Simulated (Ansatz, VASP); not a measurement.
## Two plane-wave programs on BP

```
B P
1.0
     0.00000    2.22777    2.22777
     2.22777    0.00000    2.22777
     2.22777    2.22777    0.00000
B P
1 1
Direct
  0.00000 0.00000 0.00000
  0.25000 0.25000 0.25000
```

Alike in both runs: task single point; functional PBE; k mesh 8 × 8 × 8; no spin polarisation.

|  | VASP | Ansatz |
| --- | --- | --- |
| version | VASP 6.6.1 | Ansatz 0.2.0 |
| potentials or method | VASP PAW PBE potentials, release 64 (B, P) | plane waves, PAW |
| plane-wave cutoff (eV) | 520 | 420 |
| occupations | gaussian, width 0.01 eV | fixed |
| valence electrons in the cell | 8 | 8 |

```tsv
	VASP	Ansatz	Ansatz less VASP
gap on the k mesh at the Fermi level (eV)	1.20	1.21	+0.004
pressure (GPa)	11.0	11.3	+0.28
```
